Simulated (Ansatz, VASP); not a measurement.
**Two plane-wave programs on Pb**

```xyz
1
Lattice="0.0000 2.3710 2.3710 2.3710 0.0000 2.3710 2.3710 2.3710 0.0000" Properties=species:S:1:pos:R:3 pbc="T T T"
Pb    0.0000    0.0000    0.0000
```

Change from the starting cell: strain -0.040 along x and y, -0.040 along z, atoms carried along.

Alike in both runs: task single point; functional PBE; k mesh 16 × 16 × 16; occupations gaussian, width 0.15 eV; no spin polarisation.

```csv
,VASP,Ansatz
version,VASP 6.6.1,Ansatz 0.2.0
potentials or method,"VASP PAW PBE potentials, release 64 (Pb_d), cutoff 520 eV","scalar-relativistic, plane waves, PAW"
valence electrons in the cell,14,14
```

|  | VASP | Ansatz | Ansatz less VASP |
| --- | --- | --- | --- |
| gap on the k mesh at the Fermi level (eV) | none | none | - |
| pressure (GPa) | 11.3 | 11.3 | +0.03 |

A gap of «none» marks a metal or a gap that the smearing closes.

Spin-orbit coupling is off throughout.
